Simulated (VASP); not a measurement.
Wanted: the native input for a VASP 6.6.1 run.

```
Task                               : relaxation of cell and atoms
Functional                         : HSE06
Potentials or basis                : VASP PAW PBE potentials, release 64 (Cs_sv, H)
Cutoff                             : 600 eV
k mesh                             : 4 × 4 × 4
Occupations                        : fermi-dirac, width 0.02 eV
Spin                               : no spin polarisation
Dipole correction                  : no
Grid for exact exchange (PRECFOCK) : Normal
Further INCAR settings             : ALGO = Normal; EDIFF = 1e-06; IBRION = 2; EDIFFG = -0.005; NSW = 80; ISIF = 3
Share of exact exchange            : 0.25
Screening parameter                : 0.2079 1/Å
```

Crystal: CsH.

```xyz
2
Lattice="0.0000 3.1893 3.1893 3.1893 0.0000 3.1893 3.1893 3.1893 0.0000" Properties=species:S:1:pos:R:3 pbc="T T T"
Cs    0.0000    0.0000    0.0000
H     3.1893    3.1893    3.1893
```

The input as run:

POSCAR

```
CsH
1.0
    0.0000000000      3.1892703944      3.1892703944
    3.1892703944      0.0000000000      3.1892703944
    3.1892703944      3.1892703944      0.0000000000
Cs H
1 1
Direct
    0.0000000000      0.0000000000      0.0000000000
    0.5000000000      0.5000000000      0.5000000000
```

INCAR.step1

```
ALGO     = Normal         # electronic algorithm
EDIFF    = 1E-5           # SCF threshold, eV
ENCUT    = 600            # plane-wave cutoff, eV
GGA      = PE             # functional
ISMEAR   = -1             # smearing method
LASPH    = True           # aspherical terms in the spheres
LCHARG   = False          # write CHGCAR
LREAL    = False          # projectors in reciprocal space
LWAVE    = True           # write WAVECAR
NBANDS   = 12             # bands
NELM     = 80             # most SCF steps
PREC     = Accurate       # precision mode
SIGMA    = 0.02           # smearing width, eV
```

INCAR.step2

```
ALGO     = Normal         # electronic algorithm
EDIFF    = 1E-6           # SCF threshold, eV
EDIFFG   = -0.005         # ionic threshold
ENCUT    = 600            # plane-wave cutoff, eV
GGA      = PE             # functional
HFSCREEN = 0.2079         # screening, 1/A
IBRION   = 2              # ionic algorithm
ISIF     = 3              # what is computed and relaxed
ISMEAR   = -1             # smearing method
ISTART   = 1            
LASPH    = True           # aspherical terms in the spheres
LCHARG   = False          # write CHGCAR
LHFCALC  = True           # exact exchange
LREAL    = False          # projectors in reciprocal space
LWAVE    = False          # write WAVECAR
NELM     = 80             # most SCF steps
NSW      = 80             # ionic steps
PREC     = Accurate       # precision mode
PRECFOCK = Normal       
SIGMA    = 0.02           # smearing width, eV
```

KPOINTS

```
k-points
0
Gamma
  4 4 4
```

Potentials or basis: VASP PAW PBE potentials, release 64 (Cs_sv, H).

Command:

```sh
$ cat potpaw_PBE.64/Cs_sv/POTCAR potpaw_PBE.64/H/POTCAR > POTCAR
$ cp INCAR.step1 INCAR
$ mpirun -np 1 vasp_std > vasp.out
$ cp INCAR.step2 INCAR
$ mpirun -np 1 vasp_std > vasp.out
```

It gave:

* Relaxed volume: 32.98 Å³/atom
* Relaxed cell: a = 4.535 Å, b = 4.535 Å, c = 4.535 Å, α = 60.00°, β = 60.00°, γ = 60.00°
* Space group after relaxing (to 0.1 Å): Fm-3m (No. 225)
* Energy gained by relaxing: 0.2 meV/atom
* Ionic steps: 3
* Pressure after relaxing: 0.0 GPa
* Band gap on the k mesh: 3.26 eV

Caveat: the k points lie up to 0.42 Å⁻¹ apart in the final cell; the structure was generated, so it needn't be the stable form of CsH; the PAW data sets were made with another functional, which shifts forces and pressure a little; spin-orbit coupling is left out, which moves the levels of the heavy elements.

Run time: 16 min on 1 thread of AMD EPYC 7R13, with other jobs on the host, peak memory 0.3 GiB.
